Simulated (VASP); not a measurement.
Here is a VASP 6.6.1 calculation.

The input INCAR:

```
PREC = Accurate
ENCUT = 520
EDIFF = 1E-7
ISMEAR = -1
SIGMA = 0.05
LREAL = F
LASPH = T
NELM = 100
ALGO = Normal
ISIF = 2
LWAVE = F
LCHARG = F
GGA = PS
NBANDS = 16
```

The input KPOINTS:

```
regular mesh
0
Gamma
  6 6 6
```

Contents of POSCAR:

```
MgO
1.0
    3.4863800000      0.0000000000      0.0000000000
   -1.7431900000      3.0192900000      0.0000000000
    0.0000000000      0.0000000000      4.1780400000
Mg O
2 2
Direct
    0.6666666667      0.3333333333      0.7500000000
    0.3333333333      0.6666666667      0.2500000000
    0.6666666667      0.3333333333      0.2500000000
    0.3333333333      0.6666666667      0.7500000000
```

Potentials or basis: VASP PAW PBE potentials, release 64 (Mg, O).

Launch:

```sh
$ cat potpaw_PBE.64/Mg/POTCAR potpaw_PBE.64/O/POTCAR > POTCAR
$ mpirun -np 1 vasp_std > vasp.out
```

Task: What does it give for the pressure?

Result: 0.8 GPa.

Task: Predict the band gap on the k mesh.

Result: 3.31 eV, direct.

Stress tensor (GPa, compression positive):
```
0.66 0.00 0.00
0.00 0.66 0.00
0.00 0.00 0.95
```

Caveat: the PAW data sets were made with another functional, which shifts forces and pressure a little. A hybrid or GW would open this gap; PBEsol tends to underestimate it.
